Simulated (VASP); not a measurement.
# LiF (Fm-3m) in VASP: single point with PBE

Aim: the single point of LiF with PBE.

Everything below comes from runs of VASP 6.6.1. Logs are shortened: lines on timing, memory, paths and dates and some standing lists are left out, and cuts for length are marked.

**1. The cell of the first run**

Symmetry: Fm-3m, No. 225, cubic system. The conventional cell has a = 4.028 Å, b = 4.028 Å, c = 4.028 Å, α = 90.00°, β = 90.00°, γ = 90.00°. Within 2.7 Å of Li (site symmetry m-3m) lie 6 F at 2.01 Å. F (site symmetry m-3m) has 6 Li at 2.01 Å within 2.7 Å.

**2. Single point, PBE**

The input, INCAR:

```
ALGO     = Normal         # electronic algorithm
EDIFF    = 1E-6           # SCF threshold, eV
ENCUT    = 750            # plane-wave cutoff, eV
GGA      = PE             # functional
GGA_COMPAT= F            
ISIF     = 2              # what is computed and relaxed
ISMEAR   = -1             # smearing method
LASPH    = T              # aspherical terms in the spheres
LCHARG   = F              # write CHGCAR
LREAL    = F              # projectors in reciprocal space
LWAVE    = F              # write WAVECAR
NBANDS   = 12             # bands
NELM     = 120            # most SCF steps
PREC     = Accurate       # precision mode
SIGMA    = 0.01           # smearing width, eV
```

The input, KPOINTS:

```
k-points
0
Gamma
  2 2 2
```

The input, POSCAR:

```
LiF
1.0
    0.0000000000      2.0140000000      2.0140000000
    2.0140000000      0.0000000000      2.0140000000
    2.0140000000      2.0140000000      0.0000000000
Li F
1 1
Direct
    0.0000000000      0.0000000000      0.0000000000
    0.5000000000      0.5000000000      0.5000000000
```

Potentials or basis: VASP PAW PBE potentials, release 64 (Li_sv, F).

Command:

```console
$ cat potpaw_PBE.64/Li_sv/POTCAR potpaw_PBE.64/F/POTCAR > POTCAR
$ mpirun -np 1 vasp_std > vasp.out
```

OUTCAR:

```text
EDIFF = 1E-6
   ENCUT = 750
   GGA = PE
   ISIF = 2
   ISMEAR = -1
   LASPH = T
   LREAL = F
   NELM = 120
   PREC = Accurate

 ion  position               nearest neighbor table
   1  0.000  0.000  0.000-   2 2.01   2 2.01   2 2.01   2 2.01   2 2.01   2 2.01
   2  0.500  0.500  0.500-   1 2.01   1 2.01   1 2.01   1 2.01   1 2.01   1 2.01

  LATTYP: Found a face centered cubic cell.
 ALAT       =     4.0280000000

  Lattice vectors:

 A1 = (   0.0000000000,   2.0140000000,   2.0140000000)
 A2 = (   2.0140000000,   0.0000000000,   2.0140000000)
 A3 = (   2.0140000000,   2.0140000000,   0.0000000000)

Analysis of symmetry for initial positions (statically):
=====================================================================
 Subroutine PRICEL returns:
 Original cell was already a primitive cell.

 Routine SETGRP: Setting up the symmetry group for a
 face centered cubic supercell.

 Subroutine GETGRP returns: Found 48 space group operations
 (whereof 48 operations were pure point group operations)
 out of a pool of 48 trial point group operations.

The static configuration has the point symmetry O_h .

Analysis of symmetry for dynamics (positions and initial velocities):
=====================================================================
 Subroutine PRICEL returns:
 Original cell was already a primitive cell.

 Routine SETGRP: Setting up the symmetry group for a
 face centered cubic supercell.

 Subroutine GETGRP returns: Found 48 space group operations
 (whereof 48 operations were pure point group operations)
 out of a pool of 48 trial point group operations.

The dynamic configuration has the point symmetry O_h .

 Subroutine INISYM returns: Found 48 space group operations
 (whereof 48 operations are pure point group operations),
 and found     1 'primitive' translations

----------------------------------------------------------------------------------------

                                     Primitive cell

  volume of cell :      16.3384

  direct lattice vectors                    reciprocal lattice vectors
     0.000000000  2.014000000  2.014000000    -0.248262165  0.248262165  0.248262165
     2.014000000  0.000000000  2.014000000     0.248262165 -0.248262165  0.248262165
     2.014000000  2.014000000  0.000000000     0.248262165  0.248262165 -0.248262165

  length of vectors
     2.848226115  2.848226115  2.848226115     0.430002683  0.430002683  0.430002683

  position of ions in fractional coordinates (direct lattice)
     0.000000000  0.000000000  0.000000000
     0.500000000  0.500000000  0.500000000

  ion indices of the primitive-cell ions
   primitive index   ion index
                 1           1
                 2           2

----------------------------------------------------------------------------------------

 KPOINTS: k-points

Automatic generation of k-mesh.
 Grid dimensions read from file:
 generate k-points for:    2    2    2

 Generating k-lattice:

  Cartesian coordinates                     Fractional coordinates (reciprocal lattice)
    -0.124131082  0.124131082  0.124131082     0.500000000  0.000000000  0.000000000
     0.124131082 -0.124131082  0.124131082     0.000000000  0.500000000  0.000000000
     0.124131082  0.124131082 -0.124131082     0.000000000  0.000000000  0.500000000

  Length of vectors
     0.215001342  0.215001342  0.215001342

  Shift w.r.t. Gamma in fractional coordinates (k-lattice)
     0.000000000  0.000000000  0.000000000

 Subroutine IBZKPT returns following result:
 ===========================================

 Found      3 irreducible k-points:

 Following reciprocal coordinates:
            Coordinates               Weight
  0.000000  0.000000  0.000000      1.000000
  0.500000  0.000000  0.000000      4.000000
  0.500000  0.500000  0.000000      3.000000
   k-points           NKPTS =      3   k-points in BZ     NKDIM =      3   number of bands    NBANDS=     12
   number of dos      NEDOS =    301   number of ions     NIONS =      2
   total plane-waves  NPLWV =  21952
   dimension x,y,z NGX =    28 NGY =   28 NGZ =   28
   dimension x,y,z NGXF=    56 NGYF=   56 NGZF=   56
   ions per type =               1   1
   NGX,Y,Z   is equivalent  to a cutoff of  16.34, 16.34, 16.34 a.u.
   NGXF,Y,Z  is equivalent  to a cutoff of  32.69, 32.69, 32.69 a.u.
 SYSTEM =  unknown system
   PREC   = accura    normal or accurate (medium, high low for compatibility)
   ISTART =      0    job   : 0-new  1-cont  2-samecut
   ICHARG =      2    charge: 1-file 2-atom 10-const
   ISPIN  =      1    spin polarized calculation?
   LNONCOLLINEAR =      F non collinear calculations
   LSORBIT =      F    spin-orbit coupling
   LASPH  =      T    aspherical Exc in radial PAW
   ENCUT  =  750.0 eV  55.12 Ry    7.42 a.u.   6.36  6.36  6.36*2*pi/ulx,y,z
   NELM   =    120;   NELMIN=  2; NELMDL= -5     # of ELM steps
   EDIFF  = 0.1E-05   stopping-criterion for ELM
   LREAL  =      F    real-space projection
   EDIFFG = 0.1E-04   stopping-criterion for IOM
   NSW    =      0    number of steps for IOM
   IBRION =     -1    ionic relax: 0-MD 1-quasi-New 2-CG
   NFREE  =      0    steps in history (QN), initial steepest desc. (CG)
   ISIF   =      2    stress and relaxation
   ISYM   =      2    0-nonsym 1-usesym 2-fastsym
   POTIM  = 0.5000    time-step for ionic-motion
   TEBEG  =    0.0;   TEEND  =   0.0 temperature during run
   PSTRESS=    0.0 pullay stress
   NELECT =      10.0000    total number of electrons
   NUPDOWN=      -1.0000    fix difference up-down
   EMIN   =  10.00;   EMAX   =-10.00  energy-range for DOS
   EFERMI =   0.00;   METHOD = LEGACY
   ISMEAR =    -1;   SIGMA  =   0.01  broadening in eV -4-tet -1-fermi 0-gaus
   EFERMI_NEDOS =   21; number of points for ismear=-14 and -15
   IALGO  =     38    algorithm
   IMIX   =      4    mixing-type and parameters
     AMIX     =   0.40;   BMIX     =  1.00
     AMIX_MAG =   1.60;   BMIX_MAG =  1.00
  volume/ion in A,a.u.               =       8.17        55.13
  Fermi-wavevector in a.u.,A,eV,Ry     =   1.389970  2.626662 26.286674  1.932016
  Thomas-Fermi vector in A             =   2.513950
   LORBIT       =      0    0 simple, 1 ext, 2 COOP (PROOUT), +10 PAW based schemes
   GGA     = PE    functional components
   LHFCALC =     F    Hartree Fock is set to
   AEXX    =    0.0000 exact exchange contribution
   IVDW    =     0    specifies the selected vdW correction
   LEPSILON=     F    determine dielectric tensor
   LRPA    =     F    only Hartree local field effects (RPA)
 non-spin polarized calculation
  energy-cutoff  :      750.00
  volume of cell :       16.34
 maximum number of plane-waves:       778
 NGX is ok and might be reduce to    28
   NGX = 13   NGY = 13   NGZ = 13

 number of electron      10.0000002 magnetization

 Free energy of the ion-electron system (eV)
  ---------------------------------------------------
  ext. energy  EPLUGINS =         0.00000000
  ---------------------------------------------------
  free energy    TOTEN  =        -9.31290701 eV

  energy without entropy =       -9.31290701  energy(sigma->0) =       -9.31290701

 E-fermi :  -0.3226     XC(G=0):  -9.9103

 val. band max:       -0.7436382238   @ k =   0.0000   0.0000   0.0000
 cond. band min:       8.1763819621   @ k =   0.0000   0.0000   0.0000
 fundamental gap:      8.9200201859
 Fermi energy:        -0.3225654585

 k-point     1 :       0.0000    0.0000    0.0000
  band No.  band energies     occupation
      1     -42.0271      2.00000
      2     -20.7267      2.00000
      3      -0.7436      2.00000
      4      -0.7436      2.00000
      5      -0.7436      2.00000
      6       8.1764      0.00000
      7      22.9653      0.00000
      8      22.9653      0.00000
      9      22.9653      0.00000
     10      23.3750      0.00000
     11      23.3750      0.00000
     12      23.3750      0.00000

 k-point     2 :       0.5000    0.0000    0.0000
  band No.  band energies     occupation
      1     -41.9697      2.00000
      2     -20.2806      2.00000
      3      -3.3217      2.00000
      4      -0.9753      2.00000
      5      -0.9753      2.00000
      6       9.8473      0.00000
      7      15.8861      0.00000
      8      17.9023      0.00000
      9      17.9023      0.00000
     10      29.3821      0.00000
     11      30.1079      0.00000
     12      30.1079      0.00000

 k-point     3 :       0.5000    0.5000    0.0000
  band No.  band energies     occupation
      1     -41.9548      2.00000
      2     -20.0100      2.00000
      3      -3.8164      2.00000
      4      -1.7660      2.00000
      5      -1.7660      2.00000
      6      13.9725      0.00000
      7      15.5540      0.00000
      8      16.4627      0.00000
      9      19.3036      0.00000
     10      19.3036      0.00000
     11      32.2963      0.00000
     12      37.2402      0.00000

------------------------ aborting loop because EDIFF is reached ----------------------------------------

  FORCE on cell =-STRESS in cart. coord.  units (eV):
  Direction    XX          YY          ZZ          XY          YZ          ZX
  --------------------------------------------------------------------------------------
  -------------------------------------------------------------------------------------
  Total        0.6884361      0.6884361      0.6884361      0.0000000      0.0000000      0.0000000
  in kB       67.5096486     67.5096486     67.5096486      0.0000000      0.0000000      0.0000000
  external PRESSURE =      67.5096486 kB  Pullay stress =       0.0000000 kB

 VOLUME and BASIS-vectors are now :
 -----------------------------------------------------------------------------
  energy-cutoff  :      750.00
  volume of cell :       16.34
      direct lattice vectors                 reciprocal lattice vectors
     0.000000000  2.014000000  2.014000000    -0.248262165  0.248262165  0.248262165
     2.014000000  0.000000000  2.014000000     0.248262165 -0.248262165  0.248262165
     2.014000000  2.014000000  0.000000000     0.248262165  0.248262165 -0.248262165

 POSITION                                       TOTAL-FORCE (eV/Angst)
 -----------------------------------------------------------------------------------
      0.00000      0.00000      0.00000         0.000000      0.000000      0.000000
      2.01400      2.01400      2.01400        -0.000000     -0.000000     -0.000000
 -----------------------------------------------------------------------------------
    total drift:                                0.000000      0.000000      0.000000

  FREE ENERGIE OF THE ION-ELECTRON SYSTEM (eV)
  ---------------------------------------------------
  free  energy   TOTEN  =        -9.3129070142 eV

  energy  without entropy=       -9.3129070142  energy(sigma->0) =       -9.31290701
```

It took 2.3 s on 1 thread of AMD EPYC 7R13 (Zen 3), shared host; peak memory 0.11 GiB.

What came out:

```
Free energy            : -9.3129 eV
Pressure               : 6.8 GPa
Band gap on the k mesh : 8.92 eV
```

Caveat: the k points lie up to 1.35 Å⁻¹ apart. As with any semilocal functional, this PBE gap is likely too small.
